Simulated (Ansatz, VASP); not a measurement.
**One calculation of C, two programs**

Contents of INCAR:

```
PREC = Accurate
ENCUT = 520
EDIFF = 1E-6
ISMEAR = 0
SIGMA = 0.15
LREAL = F
LASPH = T
NELM = 100
ALGO = Normal
ISIF = 2
LWAVE = F
LCHARG = F
GGA = PE
NBANDS = 16
```

The input KPOINTS:

```
Automatic mesh
0
Gamma
  18 18 6
```

The input POSCAR:

```
C
1.0
    1.2332770792     -2.1360444277      0.0000000000
    1.2332770792      2.1360444277      0.0000000000
    0.0000000000      0.0000000000      8.7070252276
C
4
Direct
    0.1433036312      0.8566963688      0.7601135520
    0.5233623057      0.4766376943      0.2398861289
    0.8566963688      0.1433036312      0.2398864480
    0.4766376943      0.5233623057      0.7601138711
```

Input for Ansatz:

```yaml
crystal:
  lattice:
    - [1.2332770792, -2.1360444277, 0.0]
    - [1.2332770792, 2.1360444277, 0.0]
    - [0.0, 0.0, 8.7070252276]
  atoms:
    - { symbol: C, position: [0.1433036312, 0.8566963688, 0.760113552] }
    - { symbol: C, position: [0.5233623057, 0.4766376943, 0.2398861289] }
    - { symbol: C, position: [0.8566963688, 0.1433036312, 0.239886448] }
    - { symbol: C, position: [0.4766376943, 0.5233623057, 0.7601138711] }
basis:
  ecutwfc: 520.0
kpoints:
  mp_grid: { grid: [18, 18, 6] }
hamiltonian:
  xc: pbe
  pseudopotentials: { kind: paw, azcp: { folder: soft_1 } }
scf:
  occupations: { method: gaussian, width: 0.15 }
output:
  forces: true
  stress: true
  eigenvalues: true
```

Change from the starting cell: mode 1 frozen in at -0.256 Å and mode 6 at +0.085 Å (largest displacements).

Alike in both runs: task single point; functional PBE; k mesh 18 × 18 × 6; occupations gaussian, width 0.15 eV; no spin polarisation.

|  | VASP | Ansatz |
| --- | --- | --- |
| version | VASP 6.6.1 | Ansatz 0.2.0 |
| potentials or method | VASP PAW PBE potentials, release 64 (C), cutoff 520 eV | scalar-relativistic, plane waves, PAW |
| valence electrons in the cell | 16 | 16 |

```tsv
	VASP	Ansatz	Ansatz less VASP
gap on the k mesh at the Fermi level (eV)	0.01	0.01	0.000
least direct gap on the mesh (eV)	0.01	0.01	0.000
pressure (GPa)	0.3	0.0	-0.34
traceless stress, the component that is largest in VASP (GPa)	-0.39	0.02	+0.412
```
